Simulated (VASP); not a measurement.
Here is a VASP 6.6.1 calculation.

The input INCAR:

```
PREC     = Accurate       # precision mode
ENCUT    = 520            # plane-wave cutoff, eV
EDIFF    = 1E-6           # SCF threshold, eV
ISMEAR   = -1             # smearing method
SIGMA    = 0.1            # smearing width, eV
LREAL    = False          # projectors in reciprocal space
LASPH    = True           # aspherical terms in the spheres
NELM     = 60             # most SCF steps
ALGO     = Normal         # electronic algorithm
ISIF     = 2              # what is computed and relaxed
LWAVE    = False          # write WAVECAR
LCHARG   = False          # write CHGCAR
GGA      = RE             # functional
NBANDS   = 25             # bands
```

File KPOINTS:

```
regular mesh
0
Gamma
  11 11 15
```

POSCAR

```
Zn
1.0
    4.5380869089      0.0000000000      0.0000000000
   -2.2690434544      3.9300985477      0.0000000000
    0.0000000000      0.0000000000      2.7145614707
Zn
3
Direct
    0.0000000000      0.0000000000      1.0000000000
    0.3333333333      0.6666666667      0.5000000000
    0.6666666667      0.3333333333      0.5000000000
```

Potentials or basis: VASP PAW PBE potentials, release 64 (Zn).

Launch:

```console
$ cat potpaw_PBE.64/Zn/POTCAR > POTCAR
$ mpirun -np 1 vasp_std > vasp.out
```

Question: What does it give for the pressure?

Answer: 0.1 GPa.

Question: Estimate the band gap on the k mesh.

Answer: Zero (band 18 reaches 6.90 eV, above the bottom of band 19 at 1.70 eV).

Stress tensor (GPa, compression positive):
```
0.17 0.00 0.00
0.00 0.17 0.00
0.00 0.00 0.09
```

Caveat: the PAW data sets were made with another functional, which shifts forces and pressure a little.
